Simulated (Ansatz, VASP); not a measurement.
## One calculation of PtSe2, two programs

```
CELL_PARAMETERS angstrom
3.72780 0.00000 0.00000
-1.86390 3.22837 0.00000
0.00000 0.00000 5.03130
ATOMIC_POSITIONS crystal
Pt 0.00000 0.00000 0.00000
Se 0.33333 0.66667 0.25500
Se 0.66667 0.33333 0.74500
```

Alike in both runs: task electric field gradients; functional PBE; k mesh 13 × 13 × 9; occupations fermi-dirac, width 0.02 eV; no spin polarisation.

```csv
,VASP,Ansatz
version,VASP 6.6.1,Ansatz 0.2.0
potentials or method,"VASP PAW PBE potentials, release 64 (Pt, Se)","plane-wave PAW, scalar-relativistic"
plane-wave cutoff (eV),520,420
valence electrons in the cell,22,50
```

```tsv
	VASP	Ansatz	Ansatz less VASP
pressure (GPa)	6.0	6.0	+0.02
traceless stress, the component that is largest in VASP (GPa)	-1.35	-1.34	+0.012
rms of the force components (eV/Å)	0.152	0.150	-0.0025
size of Vzz on the site where it differs most (V/Å²)	134.9	87.0	-47.93
```

Atom by atom the forces differ by 0.003 eV/Å (rms over components). The functional is the same, so the differences come from potentials, cutoffs and numerics. VASP's potentials hold 22 valence electrons a cell and Ansatz's 50, so a difference there can come from the potentials and not from the codes.

Spin-orbit coupling is off throughout.
